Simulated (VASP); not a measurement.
A run of VASP 6.6.1:

Contents of POSCAR:

```
Ti
1.0
    3.0384977962      0.0000000000      0.0000000000
   -1.5192488981      2.6314162809      0.0000000000
    0.0000000000      0.0000000000      4.6157100000
Ti
2
Direct
    0.3333333333      0.6666666667      0.2500000000
    0.6666666667      0.3333333333      0.7500000000
```

File INCAR.step1:

```
  ALGO = Normal
  EDIFF = 1E-4
  ENCUT = 520
  GGA = PE
  ISMEAR = 0
  LASPH = True
  LCHARG = False
  LREAL = False
  LWAVE = True
  NBANDS = 19
  NELM = 60
  PREC = Accurate
  SIGMA = 0.15
```

The input INCAR.step2:

```
  ALGO = Normal
  EDIFF = 1E-6
  ENCUT = 520
  ISIF = 2
  ISMEAR = 0
  ISTART = 1
  LASPH = True
  LCHARG = True
  LELF = True
  LMIXTAU = True
  LREAL = False
  LVHAR = True
  LWAVE = False
  METAGGA = R2SCAN
  NBANDS = 19
  NELM = 60
  PREC = Accurate
  SIGMA = 0.15
```

Contents of KPOINTS:

```
k-points
0
Gamma
  18 18 10
```

Potentials or basis: VASP PAW PBE potentials, release 64 (Ti_sv).

Command:

```console
$ cat potpaw_PBE.64/Ti_sv/POTCAR > POTCAR
$ cp INCAR.step1 INCAR
$ mpirun -np 1 vasp_std > vasp.out
$ cp INCAR.step2 INCAR
$ mpirun -np 1 vasp_std > vasp.out
```

Hardware: 1 thread of Intel(R) Xeon(R) 6975P-C (Granite Rapids), on a shared host.

Problem. How long does it take, and how much memory?

Solution. Run time: 3.2 min on 1 thread of Intel(R) Xeon(R) 6975P-C (Granite Rapids), with other jobs on the host, peak memory 0.25 GiB. Counts: k points 222.
